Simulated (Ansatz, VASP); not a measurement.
Mn: VASP beside Ansatz

```xyz
4
Lattice="2.5495 0.0000 0.0000 -1.2747 2.2079 0.0000 0.0000 0.0000 8.2266" Properties=species:S:1:pos:R:3 pbc="T T T"
Mn    1.2747    2.2079    0.0000
Mn    1.2747    2.2079    4.1133
Mn    0.0000    1.4719    2.0566
Mn    1.2747    0.7360    6.1699
```

Alike in both runs: task single point; functional PBE; k mesh 16 × 16 × 5; occupations fermi-dirac, width 0.1 eV; no spin polarisation.

|  | VASP | Ansatz |
| --- | --- | --- |
| version | VASP 6.6.1 | Ansatz 0.2.0 |
| potentials or method | VASP PAW PBE potentials, release 64 (Mn_pv), cutoff 520 eV | plane waves (420 eV) with PAW, scalar-relativistic |
| valence electrons in the cell | 52 | 60 |

```tsv
	VASP	Ansatz	Ansatz less VASP
pressure (GPa)	-18.1	-18.1	0.00
traceless stress, the component that is largest in VASP (GPa)	-0.14	-0.05	+0.090
```

VASP's potentials hold 52 valence electrons a cell and Ansatz's 60, so a difference there can come from the potentials and not from the codes.
